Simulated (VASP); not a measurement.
Input of a VASP 6.6.1 run:

Contents of INCAR:

```
ALGO = Fast ; EDIFF = 1E-6
ENCUT = 520 ; GGA = PE
ISIF = 2 ; ISMEAR = 0
LASPH = T ; LCHARG = F
LREAL = F ; LWAVE = F
NBANDS = 68 ; NELM = 80
PREC = Accurate ; SIGMA = 0.1
```

File KPOINTS:

```
k-points
0
Gamma
  4 4 4
```

The input POSCAR:

```
BiRu
1.0
    5.4171334904      0.0000000000      0.0000000000
    0.0000000000      5.4171334904      0.0000000000
    0.0000000000      0.0000000000      5.4171334904
Bi Ru
4 4
Direct
    0.1684896424      0.1684896424      0.1684896424
    0.3315103576      0.8315103576      0.6684896424
    0.6684896424      0.3315103576      0.8315103576
    0.8315103576      0.6684896424      0.3315103576
    0.8440263796      0.8440263796      0.8440263796
    0.6559736204      0.1559736204      0.3440263796
    0.3440263796      0.6559736204      0.1559736204
    0.1559736204      0.3440263796      0.6559736204
```

Potentials or basis: VASP PAW PBE potentials, release 64 (Bi_d, Ru_pv).

Launch:

```console
$ cat potpaw_PBE.64/Bi_d/POTCAR potpaw_PBE.64/Ru_pv/POTCAR > POTCAR
$ mpirun -np 1 vasp_std > vasp.out
```

Task: What does it give for the band gap on the k mesh?

Result: Zero (bands 58 and 59 overlap by 0.14 eV).

Task: Estimate the largest force.

Result: 0.019 eV/Å.

Forces on the atoms (eV/Å):
```
Bi  -0.011 -0.011 -0.011
Bi   0.011  0.011 -0.011
Bi  -0.011  0.011  0.011
Bi   0.011 -0.011  0.011
Ru   0.000  0.000  0.000
Ru   0.000  0.000  0.000
Ru   0.000  0.000  0.000
Ru   0.000  0.000  0.000
```

Caveat: spin-orbit coupling is left out, which moves the levels of the heavy elements.
